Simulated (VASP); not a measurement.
Crystal: WSe2.

```
CELL_PARAMETERS angstrom
3.32099 0.00000 0.00000
-1.66049 2.87606 0.00000
0.00000 0.00000 15.04384
ATOMIC_POSITIONS crystal
W 0.66667 0.33333 0.75000
W 0.33333 0.66667 0.25000
Se 0.33333 0.66667 0.86154
Se 0.66667 0.33333 0.36154
Se 0.33333 0.66667 0.63846
Se 0.66667 0.33333 0.13846
```

Base run:

| Quantity | Value |
| --- | --- |
| Program | VASP 6.6.1 |
| Functional | PBE |
| Potentials or basis | VASP PAW PBE potentials, release 64 (W_sv, Se) |
| Cutoff | 500 eV |
| k mesh | 12 × 12 × 2 |
| Occupations | gaussian, width 0.02 eV |
| Spin | no spin polarisation |

Its results: band gap on the k mesh 1.46 eV (least direct gap 1.52 eV); pressure 0.3 GPa; largest force 0.045 eV/Å.

Problem. The run is repeated on the same cell with these changes: occupations from gaussian, width 0.02 eV to methfessel-paxton, width 0.02 eV; hubbard terms from none to W d U = 6.0 eV. What comes out?

Solution. Band gap on the k mesh 1.38 eV; pressure 3.7 GPa; largest force 0.567 eV/Å.

Caveats: spin-orbit coupling is left out, which moves the levels of the heavy elements; this functional lacks dispersion, which binds layers or chains, so the pressure and a relaxed spacing across them are unreliable; the cell stands under pressure (at least some runs).

A k mesh can miss the band edges.
